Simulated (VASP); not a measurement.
A run of VASP 6.6.1 is set up as follows.

INCAR

```
SYSTEM = HfO2
ALGO = Normal ; EDIFF = 1E-7
ENCUT = 520 ; GGA = PE
ISIF = 2 ; ISMEAR = -1
LASPH = .TRUE. ; LCHARG = .FALSE.
LREAL = .FALSE. ; LWAVE = .FALSE.
NBANDS = 18 ; NELM = 80
PREC = Accurate ; SIGMA = 0.05
```

File KPOINTS:

```
k-points
0
G
  8 8 8
  0 0 0
```

The input POSCAR:

```
HfO2
1.0
    0.0000000000      2.5319250000      2.5575000000
    2.5319250000      0.0000000000      2.5575000000
    2.5319250000      2.5319250000      0.0000000000
Hf O
1 2
Direct
    0.0000000000      0.0000000000      0.0000000000
    0.7500000000      0.7500000000      0.7500000000
    0.2500000000      0.2500000000      0.2500000000
```

Potentials or basis: VASP PAW PBE potentials, release 64 (Hf_pv, O).

Command:

```console
$ cat potpaw_PBE.64/Hf_pv/POTCAR potpaw_PBE.64/O/POTCAR > POTCAR
$ mpirun -np 1 vasp_std > vasp.out
```

Estimate the pressure.

-1.2 GPa.

What does it give for the band gap on the k mesh?

3.74 eV.

Stress tensor (GPa, compression positive):
```
 0.32  0.00  0.00
 0.00  0.32  0.00
 0.00  0.00 -4.36
```

Caveat: spin-orbit coupling is left out, which moves the levels of the heavy elements. A k mesh can miss the band edges.
